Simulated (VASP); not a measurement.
# Re (P6_3/mmc) in VASP: further runs

Re is run at these levels: LDA; tasks: single point, relaxation of cell and atoms.

Program: VASP 6.6.1. These are calculated values, not measurements. Logs are shortened: lines on timing, memory, paths and dates and some standing lists are left out, and cuts for length are marked.

### 1 The cell of the first run

It takes space group P6_3/mmc (No. 194, hexagonal). Conventional cell: a = 2.775 Å, b = 2.775 Å, c = 4.470 Å, α = 90.00°, β = 90.00°, γ = 120.00°. Within 3.6 Å of Re (site symmetry -6m2) lie 12 Re at 2.75 to 2.78 Å.

### 2 Single point, LDA (14.91 Å³/atom)

INCAR reads:

```
PREC     = Accurate       # precision mode
ENCUT    = 560            # plane-wave cutoff, eV
EDIFF    = 1E-6           # SCF threshold, eV
ISMEAR   = -1             # smearing method
SIGMA    = 0.1            # smearing width, eV
LREAL    = False          # projectors in reciprocal space
LASPH    = True           # aspherical terms in the spheres
NELM     = 120            # most SCF steps
ALGO     = Normal         # electronic algorithm
ISIF     = 2              # what is computed and relaxed
LWAVE    = False          # write WAVECAR
LCHARG   = False          # write CHGCAR
GGA      = CA             # functional
NBANDS   = 22             # bands
GGA_COMPAT= False
```

KPOINTS reads:

```
Automatic mesh
0
Gamma
  22 22 12
```

POSCAR reads:

```
Re
1.0
    2.7752340815      0.0000000000      0.0000000000
   -1.3876170407      2.4034232160      0.0000000000
    0.0000000000      0.0000000000      4.4699243547
Re
2
Direct
    0.3333333333      0.6666666667      0.2500000000
    0.6666666667      0.3333333333      0.7500000000
```

Potentials or basis: VASP PAW LDA potentials, release 64 (Re_sv_GW).

On the command line:

```console
cat potpaw_LDA.64/Re_sv_GW/POTCAR > POTCAR
mpirun -np 1 vasp_std > vasp.out
```

OUTCAR:

```text
PREC = Accurate
   ENCUT = 560
   EDIFF = 1E-6
   ISMEAR = -1
   LREAL = False
   LASPH = True
   NELM = 120
   ISIF = 2
   GGA = CA

 ion  position               nearest neighbor table
   1  0.333  0.667  0.250-   2 2.75   2 2.75   2 2.75   2 2.75   2 2.75   2 2.75
   2  0.667  0.333  0.750-   1 2.75   1 2.75   1 2.75   1 2.75   1 2.75   1 2.75

  LATTYP: Found a hexagonal cell.
 ALAT       =     2.7752340815
 C/A-ratio  =     1.6106476872

  Lattice vectors:

 A1 = (   2.7752340815,   0.0000000000,   0.0000000000)
 A2 = (  -1.3876170407,   2.4034232160,   0.0000000000)
 A3 = (   0.0000000000,   0.0000000000,   4.4699243547)

Analysis of symmetry for initial positions (statically):
=====================================================================
 Subroutine PRICEL returns:
 Original cell was already a primitive cell.

 Routine SETGRP: Setting up the symmetry group for a
 hexagonal supercell.

 Subroutine GETGRP returns: Found 24 space group operations
 (whereof 12 operations were pure point group operations)
 out of a pool of 24 trial point group operations.

The static configuration has the point symmetry D_3d.
 The point group associated with its full space group is D_6h.

Analysis of symmetry for dynamics (positions and initial velocities):
=====================================================================
 Subroutine PRICEL returns:
 Original cell was already a primitive cell.

 Routine SETGRP: Setting up the symmetry group for a
 hexagonal supercell.

 Subroutine GETGRP returns: Found 24 space group operations
 (whereof 12 operations were pure point group operations)
 out of a pool of 24 trial point group operations.

The dynamic configuration has the point symmetry D_3d.
 The point group associated with its full space group is D_6h.

 Subroutine INISYM returns: Found 24 space group operations
 (whereof 12 operations are pure point group operations),
 and found     1 'primitive' translations

----------------------------------------------------------------------------------------

                                     Primitive cell

  volume of cell :      29.8147

  direct lattice vectors                    reciprocal lattice vectors
     2.775234081  0.000000000  0.000000000     0.360329965  0.208036602  0.000000000
    -1.387617041  2.403423216  0.000000000     0.000000000  0.416073205  0.000000000
     0.000000000  0.000000000  4.469924355     0.000000000  0.000000000  0.223717432

  length of vectors
     2.775234081  2.775234081  4.469924355     0.416073205  0.416073205  0.223717432

  position of ions in fractional coordinates (direct lattice)
     0.333333333  0.666666667  0.250000000
     0.666666667  0.333333333  0.750000000

  ion indices of the primitive-cell ions
   primitive index   ion index
                 1           1
                 2           2

----------------------------------------------------------------------------------------

 KPOINTS: Automatic mesh

Automatic generation of k-mesh.
 Grid dimensions read from file:
 generate k-points for:   22   22   12

 Generating k-lattice:

  Cartesian coordinates                     Fractional coordinates (reciprocal lattice)
     0.016378635  0.009456209  0.000000000     0.045454545  0.000000000  0.000000000
     0.000000000  0.018912418  0.000000000     0.000000000  0.045454545  0.000000000
     0.000000000  0.000000000  0.018643119     0.000000000  0.000000000  0.083333333

  Length of vectors
     0.018912418  0.018912418  0.018643119

  Shift w.r.t. Gamma in fractional coordinates (k-lattice)
     0.000000000  0.000000000  0.000000000

 Subroutine IBZKPT returns following result:
 ===========================================

 Found    364 irreducible k-points:

 Following reciprocal coordinates:
            Coordinates               Weight
  0.000000  0.000000  0.000000      1.000000
  0.045455  0.000000  0.000000      6.000000
  0.090909  0.000000  0.000000      6.000000
  0.136364  0.000000  0.000000      6.000000
  0.181818 -0.000000  0.000000      6.000000
  0.227273 -0.000000  0.000000      6.000000
[... 16 lines left out ...]
  0.090909  0.090909  0.000000      6.000000
  0.136364  0.090909  0.000000     12.000000
 [... further k-points ...]
   k-points           NKPTS =    364   k-points in BZ     NKDIM =    364   number of bands    NBANDS=     22
   number of dos      NEDOS =    301   number of ions     NIONS =      2
   total plane-waves  NPLWV =  20736
   dimension x,y,z NGX =    24 NGY =   24 NGZ =   36
   dimension x,y,z NGXF=    48 NGYF=   48 NGZF=   72
   ions per type =               2
   NGX,Y,Z   is equivalent  to a cutoff of  14.38, 14.38, 13.39 a.u.
   NGXF,Y,Z  is equivalent  to a cutoff of  28.75, 28.75, 26.78 a.u.
 SYSTEM =  unknown system
   PREC   = accura    normal or accurate (medium, high low for compatibility)
   ISTART =      0    job   : 0-new  1-cont  2-samecut
   ICHARG =      2    charge: 1-file 2-atom 10-const
   ISPIN  =      1    spin polarized calculation?
   LNONCOLLINEAR =      F non collinear calculations
   LSORBIT =      F    spin-orbit coupling
   LASPH  =      T    aspherical Exc in radial PAW
   ENCUT  =  560.0 eV  41.16 Ry    6.42 a.u.   5.35  5.35  8.62*2*pi/ulx,y,z
   NELM   =    120;   NELMIN=  2; NELMDL= -5     # of ELM steps
   EDIFF  = 0.1E-05   stopping-criterion for ELM
   LREAL  =      F    real-space projection
   EDIFFG = 0.1E-04   stopping-criterion for IOM
   NSW    =      0    number of steps for IOM
   IBRION =     -1    ionic relax: 0-MD 1-quasi-New 2-CG
   NFREE  =      0    steps in history (QN), initial steepest desc. (CG)
   ISIF   =      2    stress and relaxation
   ISYM   =      2    0-nonsym 1-usesym 2-fastsym
   POTIM  = 0.5000    time-step for ionic-motion
   TEBEG  =    0.0;   TEEND  =   0.0 temperature during run
   PSTRESS=    0.0 pullay stress
   NELECT =      30.0000    total number of electrons
   NUPDOWN=      -1.0000    fix difference up-down
   EMIN   =  10.00;   EMAX   =-10.00  energy-range for DOS
   EFERMI =   0.00;   METHOD = LEGACY
   ISMEAR =    -1;   SIGMA  =   0.10  broadening in eV -4-tet -1-fermi 0-gaus
   EFERMI_NEDOS =   21; number of points for ismear=-14 and -15
   IALGO  =     38    algorithm
   IMIX   =      4    mixing-type and parameters
     AMIX     =   0.40;   BMIX     =  1.00
     AMIX_MAG =   1.60;   BMIX_MAG =  1.00
  volume/ion in A,a.u.               =      14.91       100.60
  Fermi-wavevector in a.u.,A,eV,Ry     =   1.640484  3.100065 36.615816  2.691187
  Thomas-Fermi vector in A             =   2.731114
   LORBIT       =      0    0 simple, 1 ext, 2 COOP (PROOUT), +10 PAW based schemes
   GGA     = CA    functional components
   LHFCALC =     F    Hartree Fock is set to
   AEXX    =    0.0000 exact exchange contribution
   IVDW    =     0    specifies the selected vdW correction
   LEPSILON=     F    determine dielectric tensor
   LRPA    =     F    only Hartree local field effects (RPA)
 non-spin polarized calculation
  energy-cutoff  :      560.00
  volume of cell :       29.81
 maximum number of plane-waves:       923
 NGX is ok and might be reduce to    24
   NGX = 11   NGY = 11   NGZ = 17

 number of electron      30.0000002 magnetization

 Free energy of the ion-electron system (eV)
  ---------------------------------------------------
  ext. energy  EPLUGINS =         0.00000000
  ---------------------------------------------------
  free energy    TOTEN  =       -30.74018825 eV

  energy without entropy =      -30.68445187  energy(sigma->0) =      -30.71232006

 E-fermi :  12.5655     XC(G=0): -14.3433

 val. band max:       12.5470243033   @ k =   0.3636   0.0455   0.2500
 cond. band min:      12.5675521200   @ k =   0.1364   0.1364   0.0833
 fundamental gap:      0.0205278168
 Fermi energy:        12.5654652548

 k-point     1 :       0.0000    0.0000    0.0000
  band No.  band energies     occupation
      1     -66.8916      2.00000
      2     -66.7717      2.00000
      3     -29.5628      2.00000
      4     -28.5445      2.00000
      5     -28.5445      2.00000
      6     -28.3706      2.00000
[... 14 lines left out ...]
     21      22.3946      0.00000
     22      26.0760      0.00000

 k-point     2 :       0.0455    0.0000    0.0000
  band No.  band energies     occupation
      1     -66.8897      2.00000
      2     -66.7707      2.00000
      3     -29.5551      2.00000
      4     -28.5620      2.00000
      5     -28.5501      2.00000
      6     -28.3898      2.00000
[... 14 lines left out ...]
     21      22.3949      0.00000
     22      26.2651      0.00000

 k-point     3 :       0.0909    0.0000    0.0000
  band No.  band energies     occupation
      1     -66.8837      2.00000
      2     -66.7680      2.00000
      3     -29.5321      2.00000
      4     -28.6144      2.00000
      5     -28.5667      2.00000
      6     -28.4442      2.00000
[... 14 lines left out ...]
     21      22.3788      0.00000
     22      26.8059      0.00000

 k-point     4 :       0.1364    0.0000    0.0000
  band No.  band energies     occupation
      1     -66.8746      2.00000
      2     -66.7641      2.00000
      3     -29.4950      2.00000
      4     -28.6969      2.00000
      5     -28.5929      2.00000
      6     -28.5290      2.00000
[... 14 lines left out ...]
     21      22.3120      0.00000
     22      27.6049      0.00000

 k-point     5 :       0.1818   -0.0000    0.0000
  band No.  band energies     occupation
      1     -66.8626      2.00000
      2     -66.7591      2.00000
      3     -29.4451      2.00000
      4     -28.8026      2.00000
      5     -28.6352      2.00000
      6     -28.6256      2.00000
[... 417 lines left out ...]
 k-point    22 :       0.4545    0.0455    0.0000
  band No.  band energies     occupation
      1     -66.7805      2.00000
      2     -66.7411      2.00000
      3     -29.4094      2.00000
      4     -29.2143      2.00000
      5     -29.0393      2.00000
      6     -28.8166      2.00000
[... 14 lines left out ...]
     21      22.4964      0.00000
     22      24.2150      0.00000

 k-point    23 :       0.0909    0.0909    0.0000
  band No.  band energies     occupation
      1     -66.8694      2.00000
      2     -66.7618      2.00000
      3     -29.4732      2.00000
      4     -28.7286      2.00000
      5     -28.6491      2.00000
      6     -28.5392      2.00000
[... 14 lines left out ...]
     21      22.2603      0.00000
     22      28.0181      0.00000

 k-point    24 :       0.1364    0.0909    0.0000
  band No.  band energies     occupation
      1     -66.8577      2.00000
      2     -66.7572      2.00000
      3     -29.4243      2.00000
      4     -28.8191      2.00000
      5     -28.7325      2.00000
      6     -28.5915      2.00000
[... 14 lines left out ...]
     21      22.1177      0.00000
     22      28.5656      0.00000

 [... further k-points ...]

------------------------ aborting loop because EDIFF is reached ----------------------------------------

  FORCE on cell =-STRESS in cart. coord.  units (eV):
  Direction    XX          YY          ZZ          XY          YZ          ZX
  --------------------------------------------------------------------------------------
  -------------------------------------------------------------------------------------
  Total       -2.7173951     -2.7173951     -2.7249654     -0.0000000      0.0000000      0.0000000
  in kB     -146.0270551   -146.0270551   -146.4338641     -0.0000000      0.0000000      0.0000000
  external PRESSURE =    -146.1626581 kB  Pullay stress =       0.0000000 kB

 VOLUME and BASIS-vectors are now :
 -----------------------------------------------------------------------------
  energy-cutoff  :      560.00
  volume of cell :       29.81
      direct lattice vectors                 reciprocal lattice vectors
     2.775234081  0.000000000  0.000000000     0.360329965  0.208036602  0.000000000
    -1.387617041  2.403423216  0.000000000     0.000000000  0.416073205  0.000000000
     0.000000000  0.000000000  4.469924355     0.000000000  0.000000000  0.223717432

 POSITION                                       TOTAL-FORCE (eV/Angst)
 -----------------------------------------------------------------------------------
     -0.00000      1.60228      1.11748        -0.000000      0.000000      0.000000
      1.38762      0.80114      3.35244         0.000000     -0.000000      0.000000
 -----------------------------------------------------------------------------------
    total drift:                               -0.000000      0.000000     -0.000000

  FREE ENERGIE OF THE ION-ELECTRON SYSTEM (eV)
  ---------------------------------------------------
  free  energy   TOTEN  =       -30.7401882537 eV

  energy  without entropy=      -30.6844518689  energy(sigma->0) =      -30.71232006
```

Run time: 2.4 min. Hardware: 1 thread of Intel Xeon Platinum 8375C at 2.90GHz (Ice Lake), shared host; peak memory 0.33 GiB.

Results:

* Free energy: -30.7402 eV
* Pressure: -14.6 GPa
* Band gap on the k mesh: zero (bands 15 and 16 overlap by 3.38 eV)

Levels at points of the mesh, in eV from the Fermi level:
```csv
k point,band 11,band 12,band 13,band 14,band 15,band 16,band 17,band 18,band 19,band 20
"(0.00, 0.00, 0.00)",-1.57,-1.57,-1.53,-0.74,-0.74,0.14,0.14,0.75,3.29,3.29
"(0.50, 0.00, 0.00)",-5.13,-1.93,-1.65,-1.31,-0.57,3.87,4.31,4.40,5.98,6.99
"(0.00, 0.00, 0.50)",-2.31,-2.31,-1.70,-1.70,-1.70,-1.70,2.49,2.49,2.49,2.49
"(0.50, 0.00, 0.50)",-4.01,-4.01,0.36,0.36,0.97,0.97,4.18,4.18,4.72,4.72
```

Caveat: the cell stands under tension; spin-orbit coupling is left out, which moves the levels of the heavy elements.

(Part 1 of 3 ends here.)

The gap in the log of VASP goes by the Fermi energy; the results here count the filled bands.